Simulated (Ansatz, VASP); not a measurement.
**Sc in VASP and in Ansatz**

```
Sc
1.0
    -1.84183    1.84183    1.84183
     1.84183   -1.84183    1.84183
     1.84183    1.84183   -1.84183
Sc
1
Direct
  0.00000 0.00000 0.00000
```

Alike in both runs: task relaxation of cell and atoms; functional r2SCAN; k mesh 22 × 22 × 22; occupations gaussian, width 0.1 eV; no spin polarisation.

```csv
,VASP,Ansatz
version,VASP 6.6.1,Ansatz 0.2.0
potentials or method,"VASP PAW PBE potentials, release 64 (Sc_sv), cutoff 600 eV","scalar-relativistic, plane waves, PAW"
valence electrons in the cell,11,11
```

```tsv
	VASP	Ansatz	Ansatz less VASP
gap on the k mesh at the Fermi level, each at its own relaxed structure (eV)	none	none	-
relaxed volume (Å³/atom)	25.19	25.10	-0.089
relaxed cell length with the largest relative difference (Å)	3.199	3.195	-0.0038
```

VASP's potentials were made for PBE, not for r2SCAN. A gap of «none» marks a metal or a gap that the smearing closes.
